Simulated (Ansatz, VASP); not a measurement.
# HfSnO4: VASP beside Ansatz

```
Hf Sn O
1.0
     3.59986    0.00000    0.00000
     0.00000    3.59986    0.00000
     0.00000    0.00000    5.42705
Hf Sn O
1 1 4
Direct
  0.00000 0.00000 0.00000
  0.50000 0.50000 0.50000
  0.00000 0.50000 0.68427
  0.50000 0.00000 0.82180
  0.50000 0.00000 0.31573
  0.00000 0.50000 0.17820
```

Alike in both runs: functional PBE; k mesh 8 × 8 × 6; occupations gaussian, width 0.02 eV; no spin polarisation.

Ansatz relaxed the structure, and its values are those at the end. VASP's run is a single point on that final structure, the one shown.

```csv
,VASP,Ansatz
version,VASP 6.6.1,Ansatz 0.2.0
potentials or method,"VASP PAW PBE potentials, release 64 (Hf_pv, Sn_d, O), cutoff 520 eV","scalar-relativistic, plane waves, PAW"
valence electrons in the cell,48,64
```

VASP gave:

```
gap on the k mesh at the Fermi level (eV) : 1.76
least direct gap on the mesh (eV)         : 1.87
pressure (GPa)                            : -1.2
rms of the force components (eV/Å)        : 0.056
```

**Question.** What did Ansatz give for the same quantities?

**Answer.** gap on the k mesh at the Fermi level (eV): 1.78; least direct gap on the mesh (eV): 1.88; pressure (GPa): 0.0; rms of the force components (eV/Å): 0.003.

VASP's potentials hold 48 valence electrons a cell and Ansatz's 64, so a difference there can come from the potentials and not from the codes.

Neither program's run includes spin-orbit coupling.
